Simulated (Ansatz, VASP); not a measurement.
## Sr in VASP and in Ansatz

```xyz
2
Lattice="-2.8624 2.8624 1.5384 2.8624 -2.8624 1.5384 2.8624 2.8624 -1.5384" Properties=species:S:1:pos:R:3 pbc="T T T"
Sr    0.0000   -1.4312   -0.3846
Sr    0.0000    1.4312    0.3846
```

Change from the starting cell: volume scaled by 0.45, LAPW.

Alike in both runs: task single point; functional PBE; k mesh 12 × 12 × 12; occupations fermi-dirac, width 0.1 eV; no spin polarisation.

|  | VASP | Ansatz |
| --- | --- | --- |
| version | VASP 6.6.1 | Ansatz 0.2.0 |
| potentials or method | VASP PAW PBE potentials, release 64 (Sr_sv), cutoff 520 eV | all-electron LAPW, scalar-relativistic |

|  | VASP | Ansatz | Ansatz less VASP |
| --- | --- | --- | --- |
| pressure (GPa) | 26.3 | 25.8 | -0.46 |
| traceless stress, the component that is largest in VASP (GPa) | 0.51 | 0.52 | +0.010 |

Ansatz ran all-electron here, and VASP with PAW potentials.
